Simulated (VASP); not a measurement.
NbAs, 4 atoms in the cell. Symmetry: I4_1md, No. 109, tetragonal system. The conventional cell has a = 3.452 Å, b = 3.452 Å, c = 11.680 Å, α = 90.00°, β = 90.00°, γ = 90.00°. Nb (site symmetry 2mm) has 6 As at 2.60 to 2.63 Å and 8 Nb at 3.39 to 3.45 Å within 3.5 Å. As (site symmetry 2mm) has 6 Nb at 2.60 to 2.63 Å and 8 As at 3.39 to 3.45 Å within 3.5 Å. 

- Program: VASP 6.6.1
- Task: single point
- Functional: PBE
- Potentials or basis: VASP PAW PBE potentials, release 64 (Nb_sv, As)
- Cutoff: 520 eV
- k mesh: 10 × 10 × 10
- Occupations: gaussian, width 0.05 eV
- Spin: no spin polarisation
- Dipole correction: no
- Further INCAR settings: ALGO = Normal; EDIFF = 1e-06; NBANDS = 26

Potentials or basis: VASP PAW PBE potentials, release 64 (Nb_sv, As).

Run with:

```bash
$ cat potpaw_PBE.64/Nb_sv/POTCAR potpaw_PBE.64/As/POTCAR > POTCAR
$ mpirun -np 1 vasp_std > vasp.out
```

Hardware: 1 thread of Intel(R) Xeon(R) 6975P-C (Granite Rapids), on a shared host.

How long does it take, and how much memory?

Run time: 80 s on 1 thread of Intel(R) Xeon(R) 6975P-C (Granite Rapids) (shared host), peak memory 0.3 GiB. Counts: scf iterations 13, k points 102.
